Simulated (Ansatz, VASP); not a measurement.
**One calculation of PbO, two programs**

```
Pb O
1.0
     0.00000    2.79878    2.79878
     2.80913    0.00000    2.79878
     2.80913    2.79878    0.00000
Pb O
1 1
Direct
  0.00000 0.00000 0.00000
  0.25000 0.25000 0.25000
```

Change from the starting cell: uniaxial_x strain +0.4%.

Alike in both runs: task single point; functional PBE; k mesh 8 × 8 × 8; occupations fermi-dirac, width 0.02 eV; no spin polarisation.

```csv
,VASP,Ansatz
version,VASP 6.6.1,Ansatz 0.2.0
potentials or method,"VASP PAW PBE potentials, release 64 (Pb_d, O)","plane waves, PAW"
plane-wave cutoff (eV),520,420
valence electrons in the cell,20,20
```

|  | VASP | Ansatz | Ansatz less VASP |
| --- | --- | --- | --- |
| pressure (GPa) | 2.1 | 2.1 | +0.01 |

Spin-orbit coupling is off throughout.
